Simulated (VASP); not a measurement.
# B (Cmcm) in VASP: notebook, part 2 of 2

VASP 6.6.1. Earlier steps stand in the parts before.

## 3. Single point, PBE

This run uses another cell than the first one: it holds 12 atoms, not 4.

File INCAR:

```
SYSTEM = B
PREC     = Accurate       ! precision mode
ENCUT    = 520            ! plane-wave cutoff, eV
EDIFF    = 1E-6           ! SCF threshold, eV
ISMEAR   = 0              ! smearing method
SIGMA    = 0.1            ! smearing width, eV
LREAL    = .False.        ! projectors in reciprocal space
LASPH    = .True.         ! aspherical terms in the spheres
NELM     = 100            ! most SCF steps
ALGO     = Normal         ! electronic algorithm
ISIF     = 2              ! what is computed and relaxed
LWAVE    = .False.        ! write WAVECAR
LCHARG   = .True.         ! write CHGCAR
GGA      = PE             ! functional
LELF     = .True.         ! ELF
LVHAR    = .True.       
NBANDS   = 30             ! bands
```

File KPOINTS:

```
regular mesh
0
Gamma
  4 4 4
  0 0 0
```

File POSCAR:

```
B
1.0
    4.4549922696     -1.6795629978      0.0000000000
    4.4549922696      1.6795629978      0.0000000000
    0.0000000000      0.0000000000      5.4181906630
B
12
Direct
    0.2255346271      0.7744653729      0.0936255943
    0.7744653729      0.2255346271      0.5936255943
    0.2255346271      0.7744653729      0.4063744057
    0.7744653729      0.2255346271      0.9063744057
    0.5590617734      0.1076444520      0.4064083408
    0.4409382266      0.8923555480      0.9064083408
    0.8923555480      0.4409382266      0.0935916592
    0.1076444520      0.5590617734      0.5935916592
    0.4409382266      0.8923555480      0.5935916592
    0.5590617734      0.1076444520      0.0935916592
    0.1076444520      0.5590617734      0.9064083408
    0.8923555480      0.4409382266      0.4064083408
```

Potentials or basis: VASP PAW PBE potentials, release 64 (B).

Started as:

```sh
$ cat potpaw_PBE.64/B/POTCAR > POTCAR
$ mpirun -np 1 vasp_std > vasp.out
```

OUTCAR:

```text
SYSTEM = B
   PREC = Accurate
   ENCUT = 520
   EDIFF = 1E-6
   ISMEAR = 0
   LREAL = .False.
   LASPH = .True.
   NELM = 100
   ISIF = 2
   GGA = PE

 ion  position               nearest neighbor table
   1  0.226  0.774  0.094-   3 1.69  11 1.81   6 1.81   4 1.82   4 2.10
   2  0.774  0.226  0.594-   4 1.69   5 1.81  12 1.81   3 1.82   3 2.10
   3  0.226  0.774  0.406-   1 1.69   8 1.81   9 1.81   2 1.82   2 2.10
   4  0.774  0.226  0.906-   2 1.69  10 1.81   7 1.81   1 1.82   1 2.10
   5  0.559  0.108  0.406-  10 1.69   2 1.81   9 1.81   8 1.82   8 2.10
   6  0.441  0.892  0.906-   9 1.69   1 1.81  10 1.81   7 1.82   7 2.10
   7  0.892  0.441  0.094-  12 1.69   4 1.81  11 1.81   6 1.82   6 2.10
   8  0.108  0.559  0.594-  11 1.69   3 1.81  12 1.81   5 1.82   5 2.10
   9  0.441  0.892  0.594-   6 1.69   3 1.81   5 1.81  12 1.82  12 2.10
  10  0.559  0.108  0.094-   5 1.69   4 1.81   6 1.81  11 1.82  11 2.10
  11  0.108  0.559  0.906-   8 1.69   1 1.81   7 1.81  10 1.82  10 2.10
  12  0.892  0.441  0.406-   7 1.69   2 1.81   8 1.81   9 1.82   9 2.10

  LATTYP: Found a base centered orthorhombic cell.
 ALAT       =     3.3591259956
 B/A-ratio  =     2.6524710746
 C/A-ratio  =     1.6129763129

  Lattice vectors:

 A1 = (  -4.4549922696,  -1.6795629978,   0.0000000000)
 A2 = (   4.4549922696,  -1.6795629978,   0.0000000000)
 A3 = (   0.0000000000,   0.0000000000,   5.4181906630)

Analysis of symmetry for initial positions (statically):
=====================================================================
 Subroutine PRICEL returns:
 Original cell was already a primitive cell.

 Routine SETGRP: Setting up the symmetry group for a
 base centered orthorhombic supercell.

 Subroutine GETGRP returns: Found  8 space group operations
 (whereof  4 operations were pure point group operations)
 out of a pool of  8 trial point group operations.

The static configuration has the point symmetry C_2h.
[... 160 lines left out ...]
   LEPSILON=     F    determine dielectric tensor
   LRPA    =     F    only Hartree local field effects (RPA)
 non-spin polarized calculation
 Gauss-broadening in eV      SIGMA  =   0.10
  energy-cutoff  :      520.00
  volume of cell :       81.08
 maximum number of plane-waves:      2202
   NGX = 17   NGY = 17   NGZ = 21

 number of electron      35.9999999 magnetization

 Free energy of the ion-electron system (eV)
  ---------------------------------------------------
  ext. energy  EPLUGINS =         0.00000000
  ---------------------------------------------------
  free energy    TOTEN  =       -73.71728290 eV

  energy without entropy =      -73.70904856  energy(sigma->0) =      -73.71316573

 E-fermi :   7.6904     XC(G=0): -12.1916

 val. band max:        7.6245443582   @ k =   0.2500  -0.0000   0.2500
 cond. band min:       7.7200645819   @ k =   0.5000   0.5000   0.5000
 fundamental gap:      0.0955202237
 Fermi energy:         7.6904366534

 k-point     1 :       0.0000    0.0000    0.0000
  band No.  band energies     occupation
      1      -8.9649      2.00000
      2      -6.0472      2.00000
      3      -3.5833      2.00000
      4      -3.0631      2.00000
      5      -3.0628      2.00000
      6      -0.4123      2.00000
[... 682 lines left out ...]
     29      14.2052      0.00000
     30      14.2052      0.00000

------------------------ aborting loop because EDIFF is reached ----------------------------------------

  FORCE on cell =-STRESS in cart. coord.  units (eV):
  Direction    XX          YY          ZZ          XY          YZ          ZX
  --------------------------------------------------------------------------------------
  -------------------------------------------------------------------------------------
  Total        0.0913015     -0.0058619      0.0411238      0.0000000      0.0000000      0.0000000
  in kB        1.8041021     -0.1158301      0.8125991      0.0000000      0.0000000      0.0000000
  external PRESSURE =       0.8336237 kB  Pullay stress =       0.0000000 kB

 VOLUME and BASIS-vectors are now :
 -----------------------------------------------------------------------------
  energy-cutoff  :      520.00
  volume of cell :       81.08
      direct lattice vectors                 reciprocal lattice vectors
     4.454992270 -1.679562998  0.000000000     0.112233640 -0.297696485  0.000000000
     4.454992270  1.679562998  0.000000000     0.112233640  0.297696485  0.000000000
     0.000000000  0.000000000  5.418190663     0.000000000  0.000000000  0.184563457

 POSITION                                       TOTAL-FORCE (eV/Angst)
 -----------------------------------------------------------------------------------
      4.45499      0.92196      0.50728         0.000000     -0.001978      0.008126
      4.45499     -0.92196      3.21638         0.000000      0.001978      0.008126
      4.45499      0.92196      2.20181         0.000000     -0.001978     -0.008126
      4.45499     -0.92196      4.91091         0.000000      0.001978     -0.008126
      2.97017     -0.75818      2.20200        -0.001134      0.001740     -0.009996
      5.93981      0.75818      4.91109         0.001134     -0.001740     -0.009996
      5.93981     -0.75818      0.50710         0.001134      0.001740      0.009996
      2.97017      0.75818      3.21619        -0.001134     -0.001740      0.009996
      5.93981      0.75818      3.21619         0.001134     -0.001740      0.009996
      2.97017     -0.75818      0.50710        -0.001134      0.001740      0.009996
      2.97017      0.75818      4.91109        -0.001134     -0.001740     -0.009996
      5.93981     -0.75818      2.20200         0.001134      0.001740     -0.009996
 -----------------------------------------------------------------------------------
    total drift:                                0.000000      0.000000     -0.000000

  FREE ENERGIE OF THE ION-ELECTRON SYSTEM (eV)
  ---------------------------------------------------
  free  energy   TOTEN  =       -73.7172829024 eV

  energy  without entropy=      -73.7090485561  energy(sigma->0) =      -73.71316573
```

stdout:

```text
POSCAR found type information on POSCAR B
 POSCAR found :  1 types and      12 ions
 scaLAPACK will be used
 LDA part: xc-table for (Slater+PW92), standard interpolation
 POSCAR, INCAR and KPOINTS ok, starting setup
 FFT: planning ... GRIDC
 FFT: planning ... GRID_SOFT
 FFT: planning ... GRID
 WAVECAR not read
 entering main loop
```

Run time: 26 s. Hardware: 1 thread of Intel Xeon Platinum 8559C (Emerald Rapids), shared host; peak memory 0.21 GiB.

What came out:

```yaml
Free_energy: -73.7173 eV
Pressure: 0.1 GPa
Largest_force: 0.010 eV/Å
Band_gap_on_the_k_mesh: zero (bands 18 and 19 overlap by 3.20 eV)
```

Forces in eV/Å, atoms in the order of the input:
```
B    0.000 -0.002  0.008
B    0.000  0.002  0.008
B    0.000 -0.002 -0.008
B    0.000  0.002 -0.008
B   -0.001  0.002 -0.010
B    0.001 -0.002 -0.010
B    0.001  0.002  0.010
B   -0.001 -0.002  0.010
B    0.001 -0.002  0.010
B   -0.001  0.002  0.010
B   -0.001 -0.002 -0.010
B    0.001  0.002 -0.010
```

Levels at points of the mesh, in eV from the Fermi level:
| k point | band 16 | band 17 | band 18 | band 19 | band 20 | band 21 |
| --- | --- | --- | --- | --- | --- | --- |
| (0.00, 0.00, 0.00) | -2.82 | -1.76 | -1.76 | -0.72 | -0.71 | 2.19 |
| (0.50, 0.00, 0.00) | -2.65 | -2.21 | -2.21 | 4.07 | 4.07 | 4.91 |
| (0.50, 0.50, 0.00) | -0.87 | -0.87 | -0.68 | 0.16 | 0.16 | 1.27 |
| (0.00, 0.00, 0.50) | -2.96 | -1.90 | -1.90 | -1.90 | -1.90 | 3.59 |
| (0.50, 0.00, 0.50) | -4.11 | -4.10 | -4.10 | 3.53 | 3.53 | 4.49 |
| (0.50, 0.50, 0.50) | -0.49 | 0.03 | 0.03 | 0.03 | 0.03 | 0.78 |

Caveat: the k points lie up to 0.50 Å⁻¹ apart, too coarse for converged energies and pressures of a metal.

## 4. Single point, PBE

This run uses another cell than the first one: it holds 12 atoms, not 4.

File INCAR:

```
SYSTEM = B
ALGO = Normal
EDIFF = 1E-7
ENCUT = 520
GGA = PE
ISIF = 2
ISMEAR = 0
LASPH = .True.
LCHARG = .False.
LREAL = .False.
LWAVE = .False.
NBANDS = 30
NELM = 80
PREC = Accurate
SIGMA = 0.1
```

File KPOINTS:

```
k-points
0
Gamma
  4 4 4
  0 0 0
```

File POSCAR:

```
B
1.0
    3.9646824400     -2.4121689900      0.0000000000
    3.9646824400      2.4121689900      0.0000000000
    0.0000000000      0.0000000000      4.4187040100
B
12
Direct
    0.2266267500      0.7733732500      0.0690149400
    0.7733732500      0.2266267500      0.5690149400
    0.2266267500      0.7733732500      0.4309850600
    0.7733732500      0.2266267500      0.9309850600
    0.4825087400      0.1696623100      0.4333017200
    0.5174912600      0.8303376900      0.9333017200
    0.8303376900      0.5174912600      0.0666982800
    0.1696623100      0.4825087400      0.5666982800
    0.5174912600      0.8303376900      0.5666982800
    0.4825087400      0.1696623100      0.0666982800
    0.1696623100      0.4825087400      0.9333017200
    0.8303376900      0.5174912600      0.4333017200
```

Started as:

```sh
$ cat potpaw_PBE.64/B/POTCAR > POTCAR
$ mpirun -np 1 vasp_std > vasp.out
```

Wall time 29 s (1 thread of Intel Xeon Platinum 8559C (Emerald Rapids), shared host); peak memory 0.2 GiB.

The run converged. Its results:

```
Free energy            : -64.5881 eV
Pressure               : 54.6 GPa
Largest force          : 1.598 eV/Å
Band gap on the k mesh : zero (bands 18 and 19 overlap by 1.40 eV)
```

Forces in eV/Å, atoms in the order of the input:
```
B    0.000  1.400 -0.770
B    0.000 -1.400 -0.770
B    0.000  1.400  0.770
B    0.000 -1.400  0.770
B   -0.276 -0.313 -0.522
B    0.276  0.313 -0.522
B    0.276 -0.313  0.522
B   -0.276  0.313  0.522
B    0.276  0.313  0.522
B   -0.276 -0.313  0.522
B   -0.276  0.313 -0.522
B    0.276 -0.313 -0.522
```

Stress tensor (GPa, compression positive):
```
60.29  0.00  0.00
 0.00 35.83  0.00
 0.00  0.00 67.78
```

Levels at points of the mesh, in eV from the Fermi level:
| k point | band 14 | band 15 | band 16 | band 17 | band 18 | band 19 | band 20 | band 21 | band 22 | band 23 |
| --- | --- | --- | --- | --- | --- | --- | --- | --- | --- | --- |
| (0.00, 0.00, 0.00) | -2.81 | -2.78 | -2.74 | -1.62 | -1.56 | -0.81 | 1.28 | 2.29 | 3.84 | 3.95 |
| (0.50, 0.00, 0.00) | -2.59 | -2.04 | -1.90 | -0.85 | 0.59 | 0.92 | 1.25 | 1.37 | 1.89 | 1.89 |
| (0.50, 0.50, 0.00) | -2.55 | -1.47 | -0.99 | -0.68 | -0.15 | 1.02 | 1.15 | 1.23 | 1.71 | 3.02 |
| (0.00, 0.00, 0.50) | -4.30 | -1.76 | -1.76 | 0.14 | 0.14 | 0.77 | 0.77 | 2.58 | 2.58 | 3.51 |
| (0.50, 0.00, 0.50) | -1.36 | -1.08 | -1.08 | -0.50 | -0.50 | -0.22 | -0.22 | 0.24 | 0.24 | 0.82 |
| (0.50, 0.50, 0.50) | -1.17 | -0.88 | -0.88 | -0.84 | -0.84 | 0.09 | 0.09 | 0.86 | 0.86 | 0.87 |

Caveat: the k points lie up to 0.38 Å⁻¹ apart, too coarse for converged energies and pressures of a metal; forces of over 1 eV/Å act on the atoms, so gaps and moduli don't describe the material at rest.

## 5. Relaxation of cell and atoms, PBE

This run uses another cell than the first one, of 6.76 Å³/atom.

File INCAR:

```
SYSTEM = B
ALGO = Normal
EDIFF = 1E-7
EDIFFG = -0.04
ENCUT = 600
GGA = PE
IBRION = 2
ISIF = 3
ISMEAR = 0
LASPH = .True.
LCHARG = .False.
LREAL = .False.
LWAVE = .False.
NELM = 100
NSW = 90
PREC = Accurate
SIGMA = 0.1
```

File KPOINTS:

```
k-points
0
Gamma
  8 8 4
  0 0 0
```

File POSCAR:

```
B
1.0
    1.4849974232     -1.6795629978      0.0000000000
    1.4849974232      1.6795629978      0.0000000000
    0.0000000000      0.0000000000      5.4181906630
B
4
Direct
    0.2256506495      0.7743493505      0.0936029709
    0.7743493505      0.2256506495      0.5936029709
    0.2256506495      0.7743493505      0.4063970291
    0.7743493505      0.2256506495      0.9063970291
```

Started as:

```sh
$ cat potpaw_PBE.64/B/POTCAR > POTCAR
$ mpirun -np 1 vasp_std > vasp.out
```

Wall time 57 s (1 thread of Intel Xeon Platinum 8559C (Emerald Rapids), shared host); peak memory 0.14 GiB.

Results (log left out):

* Free energy: -24.6023 eV
* Relaxed volume: 6.87 Å³/atom
* Relaxed cell: a = 2.258 Å, b = 2.258 Å, c = 5.460 Å, α = 90.00°, β = 90.00°, γ = 99.13°
* Space group after relaxing (to 0.1 Å): Cmcm (No. 63)
* Energy gained by relaxing: 4.4 meV/atom
* Ionic steps: 13
* Pressure after relaxing: -0.2 GPa
* Largest force after relaxing: 0.029 eV/Å
* Band gap on the k mesh: zero (bands 6 and 7 overlap by 7.23 eV)

Forces on the atoms (eV/Å):
```
B    0.000  0.016 -0.024
B    0.000 -0.016 -0.024
B    0.000  0.016  0.024
B    0.000 -0.016  0.024
```

Stress tensor (GPa, compression positive):
```
-0.39  0.00  0.00
 0.00 -0.17  0.00
 0.00  0.00  0.05
```

The path:
| step | energy change (eV) | largest force (eV/Å) | pressure (GPa) | volume (Å³) |
| --- | --- | --- | --- | --- |
| 1 | 0.0000 | 0.0831 | 0.18 | 27.03 |
| 2 | -0.0053 | 0.0908 | 0.34 | 27.06 |
| 3 | -0.0057 | 0.1104 | 0.41 | 27.06 |
| 4 | -0.0076 | 0.1284 | -0.03 | 27.15 |
| 5 | -0.0078 | 0.1778 | -0.21 | 27.18 |
| 6 | -0.0085 | 0.1794 | -0.25 | 27.20 |
| 7 | -0.0106 | 0.1781 | -0.35 | 27.26 |
| 8 | -0.0137 | 0.1513 | -0.55 | 27.38 |
| 9 | -0.0154 | 0.1102 | -0.62 | 27.61 |
| 10 | -0.0155 | 0.1222 | -0.60 | 27.55 |
| 11 | -0.0167 | 0.0231 | -0.37 | 27.52 |
| 12 | -0.0168 | 0.0625 | -0.30 | 27.51 |
| 13 | -0.0174 | 0.0294 | -0.17 | 27.48 |

Final structure:
```
CELL_PARAMETERS angstrom
1.46419 -1.71836 0.00000
1.46419 1.71836 0.00000
0.00000 0.00000 5.46012
ATOMIC_POSITIONS crystal
B 0.20988 0.79012 0.09534
B 0.79012 0.20988 0.59534
B 0.20988 0.79012 0.40466
B 0.79012 0.20988 0.90466
```

Levels at points of the mesh, in eV from the Fermi level:
```tsv
k point	band 3	band 4	band 5	band 6	band 7	band 8	band 9	band 10
(0.00, 0.00, 0.00)	-10.62	-2.86	3.49	3.90	5.46	5.72	7.77	10.12
(0.50, 0.00, 0.00)	-7.51	-6.94	-5.32	-4.61	5.09	6.66	8.25	8.37
(0.50, 0.50, 0.00)	-4.52	-4.09	-2.02	-1.81	-1.56	-0.72	2.82	2.92
(0.00, 0.00, 0.50)	-6.94	-6.94	4.35	4.35	6.20	6.20	9.44	9.44
(0.50, 0.00, 0.50)	-8.60	-8.60	-3.55	-3.55	3.92	3.92	7.30	7.30
(0.50, 0.50, 0.50)	-3.57	-3.57	-3.29	-3.29	-0.28	-0.28	3.42	3.42
```

## 6. Overview

| task | cell | k mesh | cutoff (eV) | gap on the mesh (eV) | pressure (GPa) | largest force (eV/Å) |
| --- | --- | --- | --- | --- | --- | --- |
| single point | a = 2.259, b = 2.259, c = 5.463 Å, angles 90.0, 90.0, 99.4°, 4 atoms, atomic positions A | 8 × 8 × 4 | 520 | none | 0.1 | - |
| single point | a = 4.761, b = 4.761, c = 5.418 Å, angles 90.0, 90.0, 41.3°, 12 atoms, atomic positions B | 4 × 4 × 4 | 520 | none | 0.1 | 0.01 |
| single point | a = 4.641, b = 4.641, c = 4.419 Å, angles 90.0, 90.0, 62.6°, 12 atoms, atomic positions C | 4 × 4 × 4 | 520 | none | 54.6 | 1.60 |
| relaxation of cell and atoms | relaxed from a = 2.242, b = 2.242, c = 5.418 Å, angles 90.0, 90.0, 97.0°, 4 atoms, atomic positions D | 8 × 8 × 4 | 600 | none | -0.2 | 0.03 |

Alike in all rows: level PBE; potentials or basis VASP PAW PBE potentials, release 64 (B); no spin polarisation; smearing gaussian 0.1 eV.

Caveats: some runs use coarse meshes; forces of over 1 eV/Å act on the atoms, so gaps and moduli don't describe the material at rest (at least some runs).

Absolute energies hang on the potentials; compare differences alone.
